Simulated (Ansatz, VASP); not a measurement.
One calculation of HfO2, two programs

The input POSCAR:

```
HfO2
1.0
    3.5768243321      0.0000000000      0.0000000000
    0.0000000000      3.5768243321      0.0000000000
    0.0000000000      0.0000000000      5.2026739521
Hf O
2 4
Direct
    0.5000000000      0.5000000000      0.4939698898
    0.0000000000      0.0000000000     -0.0060301102
    0.0000000000      0.5000000000      0.7298000841
    0.5000000000      0.0000000000      0.8374730149
    0.5000000000      0.0000000000      0.3374730149
    0.0000000000      0.5000000000      0.2298000841
```

The input INCAR.step1:

```
SYSTEM = HfO2
PREC = Accurate
ENCUT = 520
ISMEAR = 0
SIGMA = 0.05
LREAL = .False.
LASPH = .True.
NELM = 100
NBANDS = 31
GGA = PE
ALGO = Normal
EDIFF = 1E-4
LWAVE = .True.
LCHARG = .False.
```

The input INCAR.step2:

```
SYSTEM = HfO2
PREC = Accurate
ENCUT = 520
EDIFF = 1E-6
ISMEAR = 0
SIGMA = 0.05
LREAL = .False.
LASPH = .True.
NELM = 100
ALGO = Normal
ISIF = 2
LWAVE = .False.
LCHARG = .False.
METAGGA = R2SCAN
LMIXTAU = .True.
NBANDS = 31
ISTART = 1
```

File KPOINTS:

```
regular mesh
0
Gamma
  6 6 6
  0 0 0
```

Input for Ansatz:

```yaml
crystal:
  lattice:
    - [3.5768243321, 0.0, 0.0]
    - [0.0, 3.5768243321, 0.0]
    - [0.0, 0.0, 5.2026739521]
  atoms:
    - { symbol: Hf, position: [0.5, 0.5, 0.4939698898] }
    - { symbol: Hf, position: [0.0, 0.0, -0.0060301102] }
    - { symbol: O, position: [0.0, 0.5, 0.7298000841] }
    - { symbol: O, position: [0.5, 0.0, 0.8374730149] }
    - { symbol: O, position: [0.5, 0.0, 0.3374730149] }
    - { symbol: O, position: [0.0, 0.5, 0.2298000841] }
basis:
  ecutwfc: 500
kpoints:
  mp_grid: { grid: [6, 6, 6] }
hamiltonian:
  xc: r2scan
scf:
  occupations: { method: gaussian, width: 0.05 }
output:
  forces: true
  stress: true
  eigenvalues: true
```

Change from the starting cell: mode 10 (318.6 1/cm) frozen in, largest displacement +0.175 Å.

Alike in both runs: task single point; functional r2SCAN; k mesh 6 × 6 × 6; occupations gaussian, width 0.05 eV; no spin polarisation.

|  | VASP | Ansatz |
| --- | --- | --- |
| version | VASP 6.6.1 | Ansatz 0.2.0 |
| potentials or method | VASP PAW PBE potentials, release 64 (Hf_pv, O), cutoff 520 eV | scalar-relativistic, plane waves, PAW |
| valence electrons in the cell | 44 | 76 |

|  | VASP | Ansatz | Ansatz less VASP |
| --- | --- | --- | --- |
| gap on the k mesh at the Fermi level (eV) | 5.14 | 5.16 | +0.015 |
| least direct gap on the mesh (eV) | 5.16 | 5.16 | -0.003 |
| pressure (GPa) | 1.1 | 4.6 | +3.46 |
| traceless stress, the component that is largest in VASP (GPa) | -1.34 | -1.56 | -0.221 |
| rms of the force components (eV/Å) | 0.804 | 0.836 | +0.0316 |

VASP's potentials were made for PBE, not for r2SCAN. Atom by atom the forces differ by 0.040 eV/Å (rms over components). VASP's potentials hold 44 valence electrons a cell and Ansatz's 76, so a difference there can come from the potentials and not from the codes.

Spin-orbit coupling is off throughout.
